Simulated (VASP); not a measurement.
Write the native input for VASP 6.6.1 that does the following.

- Task: single point
- Functional: LDA
- Potentials or basis: VASP PAW LDA potentials, release 64 (Pb_d)
- Cutoff: 520 eV
- k mesh: 5 × 5 × 3
- Occupations: fermi-dirac, width 0.05 eV
- Spin: no spin polarisation
- Dipole correction: no
- Further INCAR settings: ALGO = Fast; EDIFF = 1e-06; NBANDS = 21

The structure of Pb lies in POSCAR:

```
Pb
1.0
    3.0386068135     -1.7503199600      0.0000000000
    3.0386068135      1.7503199600      0.0000000000
   -2.1154626375      0.0000000000      6.0952248674
Pb
2
Direct
    0.9085084100      0.9085084100      0.7262922000
    0.0914915900      0.0914915900      0.2737078000
```

These files were run (other wordings do the same):

INCAR

```
SYSTEM = Pb
ALGO = Fast
EDIFF = 1E-6
ENCUT = 520
GGA = CA
ISIF = 2
ISMEAR = -1
LASPH = .TRUE.
LCHARG = .FALSE.
LREAL = .FALSE.
LWAVE = .FALSE.
NBANDS = 21
NELM = 80
PREC = Accurate
SIGMA = 0.05
```

KPOINTS

```
k-points
0
G
  5 5 3
  0 0 0
```

Potentials or basis: VASP PAW LDA potentials, release 64 (Pb_d).

Command:

```console
$ cat potpaw_LDA.64/Pb_d/POTCAR > POTCAR
$ mpirun -np 1 vasp_std > vasp.out
```

It gave:

- Pressure: -2.8 GPa
- Largest force: 0.090 eV/Å
- Band gap on the k mesh: zero (band 14 reaches 12.40 eV, above the bottom of band 15 at 5.55 eV)

Caveat: the k points lie up to 0.42 Å⁻¹ apart; spin-orbit coupling is left out, which moves the levels of the heavy elements.

Run time: 21 s on 1 thread of Intel Xeon 6975P-C, with other jobs on the host, peak memory 0.17 GiB.
